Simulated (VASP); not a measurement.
Input of a VASP 6.6.1 run:

The input INCAR:

```
  PREC = Accurate
  ENCUT = 520
  EDIFF = 1E-6
  ISMEAR = 0
  SIGMA = 0.01
  LREAL = F
  LASPH = T
  NELM = 100
  ALGO = Normal
  ISIF = 2
  LWAVE = F
  LCHARG = F
  GGA = PS
  NBANDS = 28
```

File KPOINTS:

```
Automatic mesh
0
Gamma
  6 6 6
```

File POSCAR:

```
BaTiO3
1.0
    2.8083908108      1.6214250927      2.3028328466
   -2.8083908108      1.6214250927      2.3028328466
    0.0000000000     -3.2428501854      2.3028328466
Ba Ti O
1 1 3
Direct
    0.0000000000      0.0000000000      0.0000000000
    0.4845000000      0.4845000000      0.4845000000
    0.5086000000      0.5086000000      0.0175000000
    0.0175000000      0.5086000000      0.5086000000
    0.5086000000      0.0175000000      0.5086000000
```

Potentials or basis: VASP PAW PBE potentials, release 64 (Ba_sv, Ti_sv, O).

Launch:

```console
$ cat potpaw_PBE.64/Ba_sv/POTCAR potpaw_PBE.64/Ti_sv/POTCAR potpaw_PBE.64/O/POTCAR > POTCAR
$ mpirun -np 1 vasp_std > vasp.out
```

Task: Estimate the band gap on the k mesh.

Result: 2.38 eV, indirect (least direct gap 2.77 eV).

Task: What does it give for the largest force?

Result: 0.360 eV/Å.

Stress tensor (GPa, compression positive):
```
4.47 0.00 0.00
0.00 4.47 0.00
0.00 0.00 4.04
```

Caveat: the PAW data sets were made with another functional, which shifts forces and pressure a little; spin-orbit coupling is left out, which moves the levels of the heavy elements. A k mesh can miss the band edges.
